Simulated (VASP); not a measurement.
Runs of VASP 6.6.1 on Si2Ni. The structure is that of space group Fm-3m (No. 225), or close to it. The cells are those of the table. 

```tsv
task	cell	k mesh for the DOS	occupations for the DOS	gap on the mesh (eV)	pressure (GPa)
single point	a = 3.850 Å, angles 60.0°, 3 atoms	-	-	none	-4.3
single point	a = 3.887 Å, angles 60.0°, 3 atoms	-	-	none	(b)
single point	a = 3.812 Å, angles 60.0°, 3 atoms	-	-	none	0.1
single point	a = 3.734 Å, angles 60.0°, 3 atoms	-	-	none	11.2
single point	a = 3.774 Å, angles 60.0°, 3 atoms	-	-	none	(a)
```

Alike in all rows: level PBEsol; potentials or basis VASP PAW PBE potentials, release 64 (Si, Ni); no spin polarisation; k mesh 14 × 14 × 14; cutoff (eV) 520; smearing gaussian 0.1 eV.

Task: Estimate the missing entries.

Result: (a) 5.2; (b) -8.1.

Caveats: the PAW data sets were made with another functional, which shifts forces and pressure a little.

A gap of «none» marks levels without a gap at the run's occupations.
